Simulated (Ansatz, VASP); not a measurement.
**CdS in VASP and in Ansatz**

File POSCAR:

```
CdS
1.0
    0.0000000000      3.0627750000      2.9100000000
    2.9100000000      0.0000000000      2.9100000000
    2.9100000000      3.0627750000      0.0000000000
Cd S
1 1
Direct
    0.0000000000      0.0000000000      0.0000000000
    0.7500000000      0.7500000000      0.7500000000
```

File INCAR.step1:

```
PREC = Accurate ; ENCUT = 520
ISMEAR = 0 ; SIGMA = 0.05
LREAL = False ; LASPH = True
NELM = 100 ; NBANDS = 16
GGA = PE ; ALGO = Normal
EDIFF = 1E-4 ; LWAVE = True
LCHARG = False
```

Contents of INCAR.step2:

```
PREC = Accurate ; ENCUT = 520
EDIFF = 1E-6 ; ISMEAR = 0
SIGMA = 0.05 ; LREAL = False
LASPH = True ; NELM = 100
ALGO = Normal ; ISIF = 2
LWAVE = False ; LCHARG = True
METAGGA = R2SCAN ; LMIXTAU = True
LELF = True ; LVHAR = True
NBANDS = 16 ; ISTART = 1
```

File KPOINTS:

```
regular mesh
0
Gamma
  8 8 8
```

Input for Ansatz:

```yaml
crystal:
  lattice:
    - [0.0, 3.062775, 2.91]
    - [2.91, 0.0, 2.91]
    - [2.91, 3.062775, 0.0]
  atoms:
    - { symbol: Cd, position: [0.0, 0.0, 0.0] }
    - { symbol: S, position: [0.75, 0.75, 0.75] }
basis:
  ecutwfc: 500
kpoints:
  mp_grid: { grid: [8, 8, 8] }
hamiltonian:
  xc: r2scan
scf:
  occupations: { method: gaussian, width: 0.05 }
output:
  forces: true
  stress: true
  eigenvalues: true
```

Change from the starting cell: strain +0.0525 x Voigt [0, 1, 0, 0, 0, 0], atoms carried along.

Alike in both runs: task single point; functional r2SCAN; k mesh 8 × 8 × 8; occupations gaussian, width 0.05 eV; no spin polarisation.

```csv
,VASP,Ansatz
version,VASP 6.6.1,Ansatz 0.2.0
potentials or method,"VASP PAW PBE potentials, release 64 (Cd, S), cutoff 520 eV","scalar-relativistic, plane waves, PAW"
valence electrons in the cell,18,26
```

```csv
,VASP,Ansatz,Ansatz less VASP
gap on the k mesh at the Fermi level (eV),1.43,1.43,+0.005
least direct gap on the mesh (eV),1.43,1.43,+0.005
pressure (GPa),-1.0,-1.3,-0.28
"traceless stress, the component that is largest in VASP (GPa)",-0.75,-0.76,-0.010
```

VASP's potentials were made for PBE, not for r2SCAN. With one functional, cell and mesh, what is left measures potentials, basis and numerics. VASP's potentials hold 18 valence electrons a cell and Ansatz's 26, so a difference there can come from the potentials and not from the codes.
